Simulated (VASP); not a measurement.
Write the native input for VASP 6.6.1 that does the following.

- Task: single point
- Functional: PBEsol
- Potentials or basis: VASP PAW PBE potentials, release 64 (As_d)
- Cutoff: 400 eV
- k mesh: 8 × 8 × 8
- Occupations: fermi-dirac, width 0.05 eV
- Spin: no spin polarisation
- Dipole correction: no
- k mesh for the DOS: 12 × 12 × 12
- Occupations for the DOS: tetrahedron
- Further INCAR settings: ALGO = Normal; EDIFF = 1e-06; NBANDS = 22

The system is As.

```
As
1.0
     1.88080    1.08588    3.51406
    -1.88080    1.08588    3.51406
     0.00000   -2.17176    3.51406
As
2
Direct
  0.22600 0.22600 0.22600
  0.77400 0.77400 0.77400
```

These files were run (other wordings do the same):

POSCAR

```
As
1.0
    1.8807968987      1.0858785957      3.5140619945
   -1.8807968987      1.0858785957      3.5140619945
    0.0000000000     -2.1717571915      3.5140619945
As
2
Direct
    0.2260000000      0.2260000000      0.2260000000
    0.7740000000      0.7740000000      0.7740000000
```

INCAR.step1

```
PREC     = Accurate       # precision mode
ENCUT    = 400            # plane-wave cutoff, eV
EDIFF    = 1E-6           # SCF threshold, eV
ISMEAR   = -1             # smearing method
SIGMA    = 0.05           # smearing width, eV
LREAL    = False          # projectors in reciprocal space
LASPH    = True           # aspherical terms in the spheres
NELM     = 120            # most SCF steps
ALGO     = Normal         # electronic algorithm
ISIF     = 2              # what is computed and relaxed
LWAVE    = False          # write WAVECAR
LCHARG   = True           # write CHGCAR
GGA      = PS             # functional
NBANDS   = 22             # bands
GGA_COMPAT= False        
NEDOS    = 2001           # points of the DOS
LORBIT   = 11             # projections on sites
```

KPOINTS.step1

```
Automatic mesh
0
Gamma
  8 8 8
```

INCAR.step2

```
PREC     = Accurate       # precision mode
ENCUT    = 400            # plane-wave cutoff, eV
EDIFF    = 1E-6           # SCF threshold, eV
ISMEAR   = -5             # smearing method
SIGMA    = 0.05           # smearing width, eV
LREAL    = False          # projectors in reciprocal space
LASPH    = True           # aspherical terms in the spheres
NELM     = 120            # most SCF steps
ALGO     = Normal         # electronic algorithm
ISIF     = 2              # what is computed and relaxed
LWAVE    = False          # write WAVECAR
LCHARG   = False          # write CHGCAR
GGA      = PS             # functional
LORBIT   = 10             # projections on sites
NBANDS   = 22             # bands
NEDOS    = 1001           # points of the DOS
ICHARG   = 11             # starting density
GGA_COMPAT= False
```

KPOINTS.step2

```
Automatic mesh
0
Gamma
  12 12 12
```

Potentials or basis: VASP PAW PBE potentials, release 64 (As_d).

Run with:

```console
$ cat potpaw_PBE.64/As_d/POTCAR > POTCAR
$ cp INCAR.step1 INCAR
$ cp KPOINTS.step1 KPOINTS
$ mpirun -np 1 vasp_std > vasp.out
$ cp INCAR.step2 INCAR
$ cp KPOINTS.step2 KPOINTS
$ mpirun -np 1 vasp_std > vasp.out
```

Results of the run:

* Valence electrons inside the program's atomic spheres: As 13.47

Wall time 53 s on 1 thread of Intel(R) Xeon(R) 6975P-C (Granite Rapids) (shared host), peak memory 0.21 GiB.
